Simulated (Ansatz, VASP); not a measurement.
**Two plane-wave programs on HfN**

Contents of INCAR:

```
SYSTEM = HfN
ALGO     = Normal         ! electronic algorithm
EDIFF    = 1E-6           ! SCF threshold, eV
ENCUT    = 520            ! plane-wave cutoff, eV
GGA      = PS             ! functional
ISIF     = 2              ! what is computed and relaxed
ISMEAR   = 0              ! smearing method
LASPH    = .True.         ! aspherical terms in the spheres
LCHARG   = .False.        ! write CHGCAR
LREAL    = .False.        ! projectors in reciprocal space
LWAVE    = .False.        ! write WAVECAR
NBANDS   = 23             ! bands
NELM     = 80             ! most SCF steps
PREC     = Accurate       ! precision mode
SIGMA    = 0.15           ! smearing width, eV
```

The input KPOINTS:

```
k-points
0
Gamma
  14 14 10
  0 0 0
```

The input POSCAR:

```
HfN
1.0
    0.0000000000     -2.2508000098     -2.2508000098
    0.0000000000      2.2508000098     -2.2508000098
    4.5016000196      0.0000000000      0.0000000000
Hf N
2 2
Direct
    0.5045194771      0.4954805229      0.5000000000
   -0.0045194771      0.0045194771      0.0000000000
    0.4924637355      0.5075362645      0.0000000000
    0.0075362645     -0.0075362645      0.5000000000
```

Input for Ansatz:

```yaml
crystal:
  lattice:
    - [0.0, -2.2508000098, -2.2508000098]
    - [0.0, 2.2508000098, -2.2508000098]
    - [4.5016000196, 0.0, 0.0]
  atoms:
    - { symbol: Hf, position: [0.5045194771, 0.4954805229, 0.5] }
    - { symbol: Hf, position: [-0.0045194771, 0.0045194771, 0.0] }
    - { symbol: "N", position: [0.4924637355, 0.5075362645, 0.0] }
    - { symbol: "N", position: [0.0075362645, -0.0075362645, 0.5] }
basis:
  ecutwfc: 520.0
kpoints:
  mp_grid: { grid: [14, 14, 10] }
hamiltonian:
  xc: pbesol
  pseudopotentials: { kind: paw, azcp: { folder: soft_1 } }
scf:
  occupations: { method: gaussian, width: 0.15 }
output:
  forces: true
  stress: true
  eigenvalues: true
```

Change from the starting cell: mode 4 frozen in at -0.021 Å and mode 11 at +0.022 Å (largest displacements).

Alike in both runs: task single point; functional PBEsol; k mesh 14 × 14 × 10; occupations gaussian, width 0.15 eV; no spin polarisation.

|  | VASP | Ansatz |
| --- | --- | --- |
| version | VASP 6.6.1 | Ansatz 0.2.0 |
| potentials or method | VASP PAW PBE potentials, release 64 (Hf_pv, N), cutoff 520 eV | scalar-relativistic, plane waves, PAW |
| valence electrons in the cell | 30 | 62 |

VASP gave:

* gap on the k mesh at the Fermi level (eV): none
* pressure (GPa): -2.1
* traceless stress, the component that is largest in VASP (GPa): -0.43
* rms of the force components (eV/Å): 0.140

Task: Estimate Ansatz's values.

Result: gap on the k mesh at the Fermi level (eV): none; pressure (GPa): 0.0; traceless stress, the component that is largest in VASP (GPa): -0.44; rms of the force components (eV/Å): 0.139.

VASP's potentials were made for PBE, not for PBEsol, and Ansatz warns of the same on its side. Atom by atom the forces differ by 0.002 eV/Å (rms over components). A gap of «none» marks a metal or a gap that the smearing closes. VASP's potentials hold 30 valence electrons a cell and Ansatz's 62, so a difference there can come from the potentials and not from the codes.

Spin-orbit coupling is off throughout.
